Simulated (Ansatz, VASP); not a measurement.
**TiPt5 in VASP and in Ansatz**

File INCAR:

```
SYSTEM = TiPt5
PREC     = Accurate       ! precision mode
ENCUT    = 520            ! plane-wave cutoff, eV
EDIFF    = 1E-6           ! SCF threshold, eV
ISMEAR   = 0              ! smearing method
SIGMA    = 0.1            ! smearing width, eV
LREAL    = .False.        ! projectors in reciprocal space
LASPH    = .True.         ! aspherical terms in the spheres
NELM     = 80             ! most SCF steps
ALGO     = Normal         ! electronic algorithm
ISIF     = 2              ! what is computed and relaxed
LWAVE    = .False.        ! write WAVECAR
LCHARG   = .False.        ! write CHGCAR
GGA      = PE             ! functional
NBANDS   = 40             ! bands
```

Contents of KPOINTS:

```
Automatic mesh
0
Gamma
  4 4 4
  0 0 0
```

The input POSCAR:

```
TiPt5
1.0
    0.0000000000      3.6226702300      3.6226702300
    3.6226702300      0.0000000000      3.6226702300
    3.6226702300      3.6226702300      0.0000000000
Ti Pt
1 5
Direct
    0.0000000000      0.0000000000      0.0000000000
    0.2500000000      0.2500000000      0.2500000000
    0.1250000000      0.6250000000      0.6250000000
    0.6250000000      0.6250000000      0.6250000000
    0.6250000000      0.1250000000      0.6250000000
    0.6250000000      0.6250000000      0.1250000000
```

Input for Ansatz:

```yaml
crystal:
  lattice:
    - [0.0, 3.62267023, 3.62267023]
    - [3.62267023, 0.0, 3.62267023]
    - [3.62267023, 3.62267023, 0.0]
  atoms:
    - { symbol: Ti, position: [0.0, 0.0, 0.0] }
    - { symbol: Pt, position: [0.25, 0.25, 0.25] }
    - { symbol: Pt, position: [0.125, 0.625, 0.625] }
    - { symbol: Pt, position: [0.625, 0.625, 0.625] }
    - { symbol: Pt, position: [0.625, 0.125, 0.625] }
    - { symbol: Pt, position: [0.625, 0.625, 0.125] }
basis:
  ecutwfc: 420
kpoints:
  mp_grid: { grid: [4, 4, 4] }
hamiltonian:
  xc: pbe
scf:
  occupations: { method: gaussian, width: 0.1 }
  lower_state_search: "off"
output:
  forces: true
  stress: true
  eigenvalues: true
```

Change from the starting cell: species swapped into the ZrCu5 type (F-43m, No. 216).

Alike in both runs: task single point; functional PBE; k mesh 4 × 4 × 4; occupations gaussian, width 0.1 eV; no spin polarisation.

|  | VASP | Ansatz |
| --- | --- | --- |
| version | VASP 6.6.1 | Ansatz 0.2.0 |
| potentials or method | VASP PAW PBE potentials, release 64 (Ti_sv, Pt), cutoff 520 eV | scalar-relativistic, plane waves, PAW |
| valence electrons in the cell | 62 | 102 |

|  | VASP | Ansatz | Ansatz less VASP |
| --- | --- | --- | --- |
| gap on the k mesh at the Fermi level (eV) | none | none | - |
| pressure (GPa) | 11.3 | 11.8 | +0.46 |

A gap of «none» marks a metal or a gap that the smearing closes. VASP's potentials hold 62 valence electrons a cell and Ansatz's 102, so a difference there can come from the potentials and not from the codes.

The k mesh is coarse, so the values compare programs but aren't converged. Spin-orbit coupling is off throughout.
